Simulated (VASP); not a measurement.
GaN (zinc blende type), 2 atoms in the cell. The structure is cubic, space group F-43m (No. 216). The conventional cell has a = 4.519 Å, b = 4.519 Å, c = 4.519 Å, α = 90.00°, β = 90.00°, γ = 90.00°. Ga (site symmetry -43m) has 4 N at 1.96 Å within 2.6 Å. N (site symmetry -43m) has 4 Ga at 1.96 Å within 2.6 Å. 

| Quantity | Value |
| --- | --- |
| Program | VASP 6.6.1 |
| Task | single point |
| Functional | HSE06 |
| Potentials or basis | VASP PAW PBE potentials, release 64 (Ga_d, N) |
| Cutoff | 520 eV |
| k mesh | 4 × 4 × 4 |
| Occupations | fermi-dirac, width 0.05 eV |
| Spin | no spin polarisation |
| Dipole correction | no |
| Grid for exact exchange (PRECFOCK) | Normal |
| Further INCAR settings | ALGO = Normal; EDIFF = 1e-06; NBANDS = 16 |
| Screening parameter | 0.2079 1/Å |

Potentials or basis: VASP PAW PBE potentials, release 64 (Ga_d, N).

Command:

```bash
$ cat potpaw_PBE.64/Ga_d/POTCAR potpaw_PBE.64/N/POTCAR > POTCAR
$ cp INCAR.step1 INCAR
$ mpirun -np 1 vasp_std > vasp.out
$ cp INCAR.step2 INCAR
$ mpirun -np 1 vasp_std > vasp.out
```

Hardware: 1 thread of Intel Xeon 6975P-C (shared host).

Question: Estimate the wall time of this run.

Answer: Wall time 3.5 min on 1 thread of Intel Xeon 6975P-C, on a shared host, peak memory 0.25 GiB. Counts: k points 8.
